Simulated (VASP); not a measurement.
Here is a VASP 6.6.1 calculation.

INCAR

```
PREC = Accurate
ENCUT = 600
EDIFF = 1E-6
ISMEAR = 0
SIGMA = 0.1
LREAL = F
LASPH = T
NELM = 100
ALGO = Normal
ISIF = 3
LWAVE = F
LCHARG = F
GGA = PE
IBRION = 2
NSW = 90
EDIFFG = -0.04
```

KPOINTS

```
regular mesh
0
Gamma
  4 4 4
```

Contents of POSCAR:

```
La2Zr2O
1.0
    4.3007468800      0.0000000000      0.0000000000
    0.0000000000      4.3007468800      0.0000000000
    0.0000000000      0.0000000000      6.2247847600
La Zr O
2 2 1
Direct
    0.0000000000      0.5000000000      0.0000000000
    0.5000000000      0.0000000000      0.0000000000
    0.5000000000      0.5000000000      0.6840257000
    0.5000000000      0.5000000000      0.3159743000
    0.5000000000      0.5000000000      0.0000000000
```

Potentials or basis: VASP PAW PBE potentials, release 64 (La, Zr_sv, O).

Run with:

```sh
$ cat potpaw_PBE.64/La/POTCAR potpaw_PBE.64/Zr_sv/POTCAR potpaw_PBE.64/O/POTCAR > POTCAR
$ mpirun -np 1 vasp_std > vasp.out
```

**Question.** What does it give for the relaxed cell?

**Answer.** a = 5.002 Å, b = 5.002 Å, c = 6.714 Å, α = 90.00°, β = 90.00°, γ = 90.00°.

**Question.** Predict the space group after relaxing (to 0.05 Å).

**Answer.** P4/mmm (No. 123).

**Question.** What does it give for the band gap on the k mesh?

**Answer.** Zero (band 26 reaches 5.75 eV, above the bottom of band 27 at 4.81 eV).

**Question.** What does it give for the relaxed volume?

**Answer.** 33.60 Å³/atom.

Step by step:
| step | energy change (eV) | largest force (eV/Å) | pressure (GPa) | volume (Å³) |
| --- | --- | --- | --- | --- |
| 1 | 0.0000 | 3.8461 | 35.81 | 115.14 |
| 2 | -2.8133 | 0.0412 | -6.53 | 223.95 |
| 3 | -4.4511 | 0.2904 | -0.28 | 166.68 |
| 4 | -4.4507 | 0.3094 | 0.02 | 165.52 |
| 5 | -4.4849 | 0.3693 | 0.41 | 165.13 |
| 6 | -4.4852 | 0.4627 | 0.47 | 165.08 |
| 7 | -4.5070 | 0.3550 | 0.01 | 167.02 |
| 8 | -4.5158 | 0.2403 | -0.39 | 169.26 |
| 9 | -4.5197 | 0.1071 | 0.05 | 167.53 |
| 10 | -4.5202 | 0.0210 | -0.07 | 167.98 |

Caveat: the k points lie up to 0.31 Å⁻¹ apart in the final cell; the volume moved by over 15 % at a fixed basis, so the end points are rough; spin-orbit coupling is left out, which moves the levels of the heavy elements.
